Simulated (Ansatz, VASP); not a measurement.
# ZnS: VASP beside Ansatz

```
Zn S
1.0
     0.00000    2.72518    2.72518
     2.72518    0.00000    2.72518
     2.72518    2.72518    0.00000
Zn S
1 1
Direct
  0.00000 0.00000 0.00000
  0.25000 0.25000 0.25000
```

Change from the starting cell: volume scaled by 1.02, ions relaxed.

Alike in both runs: task relaxation of the atoms; functional PBE; k mesh 14 × 14 × 14; occupations fermi-dirac, width 0.02 eV; no spin polarisation.

|  | VASP | Ansatz |
| --- | --- | --- |
| version | VASP 6.6.1 | Ansatz 0.2.0 |
| potentials or method | VASP PAW PBE potentials, release 64 (Zn, S) | plane-wave PAW, scalar-relativistic |
| plane-wave cutoff (eV) | 520 | 420 |
| valence electrons in the cell | 18 | 18 |

|  | VASP | Ansatz | Ansatz less VASP |
| --- | --- | --- | --- |
| gap on the k mesh at the Fermi level, each at its own relaxed structure (eV) | 2.00 | 2.00 | -0.004 |

Ansatz's warnings: stress scf threshold loose.

Noted on VASP's run: the relaxation stopped at its first step, so nothing moved.
